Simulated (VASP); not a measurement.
# MoSe (F-43m) in VASP: a series of runs

MoSe is run at these levels: PBE; tasks: single point.

All numbers are computed with VASP 6.6.1; they aren't measurements. Logs are shortened: lines on timing, memory, paths and dates and some standing lists are left out, and cuts for length are marked.

### Step 1. The cell of the first run

Symmetry: F-43m, No. 216, cubic system. The conventional cell has a = 5.679 Å, b = 5.679 Å, c = 5.679 Å, α = 90.00°, β = 90.00°, γ = 90.00°. Mo (site symmetry -43m) has 4 Se at 2.46 Å within 3.2 Å. Within 3.2 Å of Se (site symmetry -43m) lie 4 Mo at 2.46 Å.

### Step 2. Single point, PBE, collinear spin

The input, INCAR:

```
SYSTEM = MoSe
  ALGO = Normal
  EDIFF = 1E-7
  ENCUT = 520
  GGA = PE
  ISIF = 2
  ISMEAR = 0
  ISPIN = 2
  LASPH = .TRUE.
  LCHARG = .FALSE.
  LMAXMIX = 4
  LORBIT = 11
  LREAL = .FALSE.
  LWAVE = .FALSE.
  MAGMOM = 2.18 0.03
  NBANDS = 21
  NELM = 150
  NUPDOWN = 3.0
  PREC = Accurate
  SIGMA = 0.1
```

The input, KPOINTS:

```
k-points
0
G
  12 12 12
  0 0 0
```

The input, POSCAR:

```
MoSe
1.0
    0.0000000000      2.8392909712      2.8392909712
    2.8392909712      0.0000000000      2.8392909712
    2.8392909712      2.8392909712      0.0000000000
Mo Se
1 1
Direct
    0.0000000000      0.0000000000      0.0000000000
    0.2500000000      0.2500000000      0.2500000000
```

Potentials or basis: VASP PAW PBE potentials, release 64 (Mo_sv, Se).

Command:

```console
$ cat potpaw_PBE.64/Mo_sv/POTCAR potpaw_PBE.64/Se/POTCAR > POTCAR
$ mpirun -np 1 vasp_std > vasp.out
```

OUTCAR:

```text
SYSTEM = MoSe
   EDIFF = 1E-7
   ENCUT = 520
   GGA = PE
   ISIF = 2
   ISMEAR = 0
   ISPIN = 2
   LASPH = .TRUE.
   LORBIT = 11
   LREAL = .FALSE.
   NELM = 150
   NUPDOWN = 3.0
   PREC = Accurate

 ion  position               nearest neighbor table
   1  0.000  0.000  0.000-   2 2.46   2 2.46   2 2.46   2 2.46
   2  0.250  0.250  0.250-   1 2.46   1 2.46   1 2.46   1 2.46

  LATTYP: Found a face centered cubic cell.
 ALAT       =     5.6785819424

  Lattice vectors:

 A1 = (   0.0000000000,   2.8392909712,   2.8392909712)
 A2 = (   2.8392909712,   0.0000000000,   2.8392909712)
 A3 = (   2.8392909712,   2.8392909712,   0.0000000000)

Analysis of symmetry for initial positions (statically):
=====================================================================
 Subroutine PRICEL returns:
 Original cell was already a primitive cell.

 Routine SETGRP: Setting up the symmetry group for a
 face centered cubic supercell.

 Subroutine GETGRP returns: Found 24 space group operations
 (whereof 24 operations were pure point group operations)
 out of a pool of 48 trial point group operations.

The static configuration has the point symmetry T_d .

Analysis of symmetry for dynamics (positions and initial velocities):
=====================================================================
 Subroutine PRICEL returns:
 Original cell was already a primitive cell.

 Routine SETGRP: Setting up the symmetry group for a
 face centered cubic supercell.

 Subroutine GETGRP returns: Found 24 space group operations
 (whereof 24 operations were pure point group operations)
 out of a pool of 48 trial point group operations.

The dynamic configuration has the point symmetry T_d .

Analysis of structural, dynamic, and magnetic symmetry:
=====================================================================
 Subroutine PRICEL returns:
 Original cell was already a primitive cell.

 Routine SETGRP: Setting up the symmetry group for a
 face centered cubic supercell.

 Subroutine GETGRP returns: Found 24 space group operations
 (whereof 24 operations were pure point group operations)
 out of a pool of 48 trial point group operations.

The overall configuration has the point symmetry T_d .

 Subroutine INISYM returns: Found 24 space group operations
 (whereof 24 operations are pure point group operations),
 and found     1 'primitive' translations

----------------------------------------------------------------------------------------

                                     Primitive cell

  volume of cell :      45.7783

  direct lattice vectors                    reciprocal lattice vectors
     0.000000000  2.839290971  2.839290971    -0.176100303  0.176100303  0.176100303
     2.839290971  0.000000000  2.839290971     0.176100303 -0.176100303  0.176100303
     2.839290971  2.839290971  0.000000000     0.176100303  0.176100303 -0.176100303

  length of vectors
     4.015363799  4.015363799  4.015363799     0.305014672  0.305014672  0.305014672

  position of ions in fractional coordinates (direct lattice)
     0.000000000  0.000000000  0.000000000
     0.250000000  0.250000000  0.250000000

  ion indices of the primitive-cell ions
   primitive index   ion index
                 1           1
                 2           2

----------------------------------------------------------------------------------------

 KPOINTS: k-points

Automatic generation of k-mesh.
 Grid dimensions read from file:
 generate k-points for:   12   12   12

 Generating k-lattice:

  Cartesian coordinates                     Fractional coordinates (reciprocal lattice)
    -0.014675025  0.014675025  0.014675025     0.083333333  0.000000000  0.000000000
     0.014675025 -0.014675025  0.014675025     0.000000000  0.083333333  0.000000000
     0.014675025  0.014675025 -0.014675025     0.000000000  0.000000000  0.083333333

  Length of vectors
     0.025417889  0.025417889  0.025417889

  Shift w.r.t. Gamma in fractional coordinates (k-lattice)
     0.000000000  0.000000000  0.000000000

 Subroutine IBZKPT returns following result:
 ===========================================

 Found     72 irreducible k-points:

 Following reciprocal coordinates:
            Coordinates               Weight
  0.000000  0.000000  0.000000      1.000000
  0.083333  0.000000  0.000000      8.000000
  0.166667  0.000000  0.000000      8.000000
  0.250000  0.000000  0.000000      8.000000
  0.333333  0.000000  0.000000      8.000000
  0.416667  0.000000  0.000000      8.000000
[... 16 lines left out ...]
  0.500000  0.166667  0.000000     24.000000
 -0.416667  0.166667  0.000000     24.000000
 [... further k-points ...]
   k-points           NKPTS =     72   k-points in BZ     NKDIM =     72   number of bands    NBANDS=     21
   number of dos      NEDOS =    301   number of ions     NIONS =      2
   total plane-waves  NPLWV =  27000
   dimension x,y,z NGX =    30 NGY =   30 NGZ =   30
   dimension x,y,z NGXF=    60 NGYF=   60 NGZF=   60
   ions per type =               1   1
   NGX,Y,Z   is equivalent  to a cutoff of  12.42, 12.42, 12.42 a.u.
   NGXF,Y,Z  is equivalent  to a cutoff of  24.84, 24.84, 24.84 a.u.
 SYSTEM =  MoSe
   PREC   = accura    normal or accurate (medium, high low for compatibility)
   ISTART =      0    job   : 0-new  1-cont  2-samecut
   ICHARG =      2    charge: 1-file 2-atom 10-const
   ISPIN  =      2    spin polarized calculation?
   LNONCOLLINEAR =      F non collinear calculations
   LSORBIT =      F    spin-orbit coupling
   LASPH  =      T    aspherical Exc in radial PAW
   ENCUT  =  520.0 eV  38.22 Ry    6.18 a.u.   7.47  7.47  7.47*2*pi/ulx,y,z
   NELM   =    150;   NELMIN=  2; NELMDL= -5     # of ELM steps
   EDIFF  = 0.1E-06   stopping-criterion for ELM
   LREAL  =      F    real-space projection
   EDIFFG = 0.1E-05   stopping-criterion for IOM
   NSW    =      0    number of steps for IOM
   IBRION =     -1    ionic relax: 0-MD 1-quasi-New 2-CG
   NFREE  =      0    steps in history (QN), initial steepest desc. (CG)
   ISIF   =      2    stress and relaxation
   ISYM   =      2    0-nonsym 1-usesym 2-fastsym
   POTIM  = 0.5000    time-step for ionic-motion
   TEBEG  =    0.0;   TEEND  =   0.0 temperature during run
   PSTRESS=    0.0 pullay stress
   NELECT =      20.0000    total number of electrons
   NUPDOWN=       3.0000    fix difference up-down
   EMIN   =  10.00;   EMAX   =-10.00  energy-range for DOS
   EFERMI =   0.00;   METHOD = LEGACY
   ISMEAR =     0;   SIGMA  =   0.10  broadening in eV -4-tet -1-fermi 0-gaus
   EFERMI_NEDOS =   21; number of points for ismear=-14 and -15
   IALGO  =     38    algorithm
   IMIX   =      4    mixing-type and parameters
     AMIX     =   0.40;   BMIX     =  1.00
     AMIX_MAG =   1.60;   BMIX_MAG =  1.00
  volume/ion in A,a.u.               =      22.89       154.46
  Fermi-wavevector in a.u.,A,eV,Ry     =   1.242219  2.347454 20.995269  1.543109
  Thomas-Fermi vector in A             =   2.376583
   LORBIT       =     11    0 simple, 1 ext, 2 COOP (PROOUT), +10 PAW based schemes
   GGA     = PE    functional components
   LHFCALC =     F    Hartree Fock is set to
   AEXX    =    0.0000 exact exchange contribution
   IVDW    =     0    specifies the selected vdW correction
   LEPSILON=     F    determine dielectric tensor
   LRPA    =     F    only Hartree local field effects (RPA)
 spin polarized calculation
 Gauss-broadening in eV      SIGMA  =   0.10
  energy-cutoff  :      520.00
  volume of cell :       45.78
 maximum number of plane-waves:      1258
 NGX is ok and might be reduce to    30
   NGX = 15   NGY = 15   NGZ = 15

 number of electron      19.9999998 magnetization       3.0000348

 Free energy of the ion-electron system (eV)
  ---------------------------------------------------
  ext. energy  EPLUGINS =         0.00000000
  ---------------------------------------------------
  free energy    TOTEN  =       -12.86064072 eV

  energy without entropy =      -12.85182578  energy(sigma->0) =      -12.85623325

 E-fermi :   6.0427     XC(G=0): -10.1887

 val. band max:        7.2505714380   @ k =   0.5000   0.2500   0.0833
 cond. band min:       6.0758288137   @ k =   0.5000   0.2500   0.0833
 fundamental gap:     -1.1747426243
 Fermi energy:         7.2814841660

 spin component 1

 k-point     1 :       0.0000    0.0000    0.0000
  band No.  band energies     occupation
      1     -55.2723      1.00000
      2     -29.5046      1.00000
      3     -29.5046      1.00000
      4     -29.5046      1.00000
      5      -8.4779      1.00000
      6       1.0754      1.00000
[... 13 lines left out ...]
     20      18.9516      0.00000
     21      18.9516      0.00000

 k-point     2 :       0.0833    0.0000    0.0000
  band No.  band energies     occupation
      1     -55.2721      1.00000
      2     -29.5082      1.00000
      3     -29.5051      1.00000
      4     -29.5051      1.00000
      5      -8.4357      1.00000
      6       0.9920      1.00000
[... 13 lines left out ...]
     20      18.5251      0.00000
     21      19.5309      0.00000

 k-point     3 :       0.1667    0.0000    0.0000
  band No.  band energies     occupation
      1     -55.2716      1.00000
      2     -29.5181      1.00000
      3     -29.5066      1.00000
      4     -29.5066      1.00000
      5      -8.3192      1.00000
      6       0.8033      1.00000
[... 13 lines left out ...]
     20      18.0936      0.00000
     21      20.7844      0.00000
[... 457 lines left out ...]
 k-point    23 :       0.5000    0.1667    0.0000
  band No.  band energies     occupation
      1     -55.2693      1.00000
      2     -29.5540      1.00000
      3     -29.5197      1.00000
      4     -29.5152      1.00000
      5      -7.7734      1.00000
      6       0.5940      1.00000
[... 13 lines left out ...]
     20      19.4743      0.00000
     21      21.6762      0.00000

 k-point    24 :      -0.4167    0.1667    0.0000
  band No.  band energies     occupation
      1     -55.2693      1.00000
      2     -29.5545      1.00000
      3     -29.5212      1.00000
      4     -29.5143      1.00000
      5      -7.7625      1.00000
      6       0.6932      1.00000
[... 13 lines left out ...]
     20      19.0695      0.00000
     21      21.7879      0.00000

 [... further k-points ...]

 spin component 2

 k-point     1 :       0.0000    0.0000    0.0000
  band No.  band energies     occupation
      1     -53.6814      1.00000
      2     -27.7439      1.00000
      3     -27.7439      1.00000
      4     -27.7439      1.00000
      5      -8.3031      1.00000
      6       1.7828      1.00000
[... 13 lines left out ...]
     20      19.7089      0.00000
     21      19.7089      0.00000

 k-point     2 :       0.0833    0.0000    0.0000
  band No.  band energies     occupation
      1     -53.6812      1.00000
      2     -27.7479      1.00000
      3     -27.7445      1.00000
      4     -27.7445      1.00000
      5      -8.2633      1.00000
      6       1.6860      1.00000
[... 13 lines left out ...]
     20      19.2575      0.00000
     21      20.2522      0.00000

 k-point     3 :       0.1667    0.0000    0.0000
  band No.  band energies     occupation
      1     -53.6807      1.00000
      2     -27.7588      1.00000
      3     -27.7461      1.00000
      4     -27.7461      1.00000
      5      -8.1536      1.00000
      6       1.4617      1.00000
[... 13 lines left out ...]
     20      18.8322      0.00000
     21      21.4616      0.00000
[... 457 lines left out ...]
 k-point    23 :       0.5000    0.1667    0.0000
  band No.  band energies     occupation
      1     -53.6783      1.00000
      2     -27.7988      1.00000
      3     -27.7603      1.00000
      4     -27.7555      1.00000
      5      -7.6401      1.00000
      6       1.1041      1.00000
[... 13 lines left out ...]
     20      20.0908      0.00000
     21      22.3207      0.00000

 k-point    24 :      -0.4167    0.1667    0.0000
  band No.  band energies     occupation
      1     -53.6783      1.00000
      2     -27.7994      1.00000
      3     -27.7619      1.00000
      4     -27.7545      1.00000
      5      -7.6298      1.00000
      6       1.1679      1.00000
[... 13 lines left out ...]
     20      19.7852      0.00000
     21      22.5394      0.00000

 [... further k-points ...]

------------------------ aborting loop because EDIFF is reached ----------------------------------------

  FORCE on cell =-STRESS in cart. coord.  units (eV):
  Direction    XX          YY          ZZ          XY          YZ          ZX
  --------------------------------------------------------------------------------------
  -------------------------------------------------------------------------------------
  Total        3.0980837      3.0980837      3.0980837      0.0000000     -0.0000000      0.0000000
  in kB      108.4286434    108.4286434    108.4286434      0.0000000     -0.0000000      0.0000000
  external PRESSURE =     108.4286434 kB  Pullay stress =       0.0000000 kB

 VOLUME and BASIS-vectors are now :
 -----------------------------------------------------------------------------
  energy-cutoff  :      520.00
  volume of cell :       45.78
      direct lattice vectors                 reciprocal lattice vectors
     0.000000000  2.839290971  2.839290971    -0.176100303  0.176100303  0.176100303
     2.839290971  0.000000000  2.839290971     0.176100303 -0.176100303  0.176100303
     2.839290971  2.839290971  0.000000000     0.176100303  0.176100303 -0.176100303

 POSITION                                       TOTAL-FORCE (eV/Angst)
 -----------------------------------------------------------------------------------
      0.00000      0.00000      0.00000         0.000000     -0.000000      0.000000
      1.41965      1.41965      1.41965        -0.000000      0.000000     -0.000000
 -----------------------------------------------------------------------------------
    total drift:                                0.000000      0.000000      0.000000

  FREE ENERGIE OF THE ION-ELECTRON SYSTEM (eV)
  ---------------------------------------------------
  free  energy   TOTEN  =       -12.8606407171 eV

  energy  without entropy=      -12.8518257835  energy(sigma->0) =      -12.85623325

 total charge

# of ion       s       p       d       tot
------------------------------------------
    1        2.268   6.120   4.025  12.414
    2        1.437   2.454   0.109   4.000
--------------------------------------------------
tot          3.706   8.575   4.133  16.414

 magnetization (x)

# of ion       s       p       d       tot
------------------------------------------
    1        0.059   0.041   2.385   2.485
    2       -0.000  -0.042   0.061   0.019
--------------------------------------------------
tot          0.059  -0.001   2.446   2.503
```

It took 63 s on 1 thread of Intel Xeon 6975P-C (Granite Rapids), shared host; peak memory 0.26 GiB.

What came out:

```yaml
Free_energy: -12.8606 eV
Pressure: 10.8 GPa
Net_moment: 3.00 μB per cell
Site_moments: Mo +2.48; Se +0.02 μB
Valence_electrons_inside_the_program's_atomic_spheres: Mo 12.41; Se 4.00
```

Caveat: the cell stands under pressure; the total moment is fixed, so each spin has its own Fermi level.

(Continued in part 2 of 2.)
